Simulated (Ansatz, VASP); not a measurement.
## One calculation of NaF, two programs

POSCAR

```
NaF
1.0
    2.9046659103      0.0000000000      0.0000000000
    0.0000000000      2.9046659103      0.0000000000
    0.0000000000      0.0000000000      2.9046659103
Na F
1 1
Direct
    0.0000000000      0.0000000000      0.0000000000
    0.5000000000      0.5000000000      0.5000000000
```

INCAR.step1

```
SYSTEM = NaF
ALGO = Normal
EDIFF = 1E-4
ENCUT = 520
GGA = PE
ISMEAR = 0
LASPH = .True.
LCHARG = .False.
LREAL = .False.
LWAVE = .True.
NBANDS = 14
NELM = 60
PREC = Accurate
SIGMA = 0.01
```

The input INCAR.step2:

```
SYSTEM = NaF
ALGO = Normal
EDIFF = 1E-7
ENCUT = 520
ISIF = 2
ISMEAR = 0
ISTART = 1
LASPH = .True.
LCHARG = .False.
LMIXTAU = .True.
LREAL = .False.
LWAVE = .False.
METAGGA = R2SCAN
NBANDS = 14
NELM = 60
PREC = Accurate
SIGMA = 0.01
```

KPOINTS

```
k-points
0
Gamma
  10 10 10
  0 0 0
```

Input for Ansatz:

```yaml
crystal:
  lattice:
    - [2.9046659103, 0.0, 0.0]
    - [0.0, 2.9046659103, 0.0]
    - [0.0, 0.0, 2.9046659103]
  atoms:
    - { symbol: Na, position: [0.0, 0.0, 0.0] }
    - { symbol: F, position: [0.5, 0.5, 0.5] }
kpoints:
  mp_grid: { grid: [10, 10, 10] }
  band_path:
    path: [[0.0, 0.0, 0.0], [0.0, 0.5, 0.0], [0.5, 0.5, 0.0], [0.5, 0.5, 0.5]]
    npoints: 1
hamiltonian:
  xc: r2scan
scf:
  occupations: { method: fixed }
  n_extra_bands: 4
output:
  forces: true
  stress: true
  eigenvalues: true
```

Change from the starting cell: hydrostatic strain +4.0%.

Alike in both runs: task single point; functional r2SCAN; k mesh 10 × 10 × 10; no spin polarisation.

|  | VASP | Ansatz |
| --- | --- | --- |
| version | VASP 6.6.1 | Ansatz 0.2.0 |
| potentials or method | VASP PAW PBE potentials, release 64 (Na_pv, F) | plane waves, PAW |
| plane-wave cutoff (eV) | 520 | 500 |
| occupations | gaussian, width 0.01 eV | fixed |
| valence electrons in the cell | 14 | 16 |

```csv
,VASP,Ansatz,Ansatz less VASP
gap on the k mesh at the Fermi level (eV),6.36,6.32,-0.044
pressure (GPa),-5.7,-5.3,+0.34
```

VASP's potentials were made for PBE, not for r2SCAN. VASP's potentials hold 14 valence electrons a cell and Ansatz's 16, so a difference there can come from the potentials and not from the codes.
